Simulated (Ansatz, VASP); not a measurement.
**Two plane-wave programs on GaN**

```xyz
2
Lattice="0.0000 2.2832 2.2832 2.2832 0.0000 2.2832 2.2832 2.2832 0.0000" Properties=species:S:1:pos:R:3 pbc="T T T"
Ga    0.0000    0.0000    0.0000
N     1.1416    1.1416    1.1416
```

Alike in both runs: task single point; functional r2SCANh; k mesh 5 × 5 × 5; occupations fermi-dirac, width 0.05 eV; no spin polarisation.

```csv
,VASP,Ansatz
version,VASP 6.6.1,Ansatz 0.2.0
potentials or method,"VASP PAW PBE potentials, release 64 (Ga_d, N)",Ansatz PAW
plane-wave cutoff (eV),520,500
valence electrons in the cell,18,18
```

```tsv
	VASP	Ansatz	Ansatz less VASP
gap on the k mesh at the Fermi level (eV)	2.58	2.57	-0.015
least direct gap on the mesh (eV)	2.58	2.57	-0.015
pressure (GPa)	-8.7	-9.7	-0.91
```

VASP's potentials were made for PBE, not for r2SCANh. The functional is the same, so the differences come from potentials, cutoffs and numerics.

The k mesh is coarse, so the values compare programs but aren't converged. Noted on Ansatz's run: odd divisions of the mesh miss points on the zone boundary, where band edges often lie, so the gap on the mesh can be too wide.
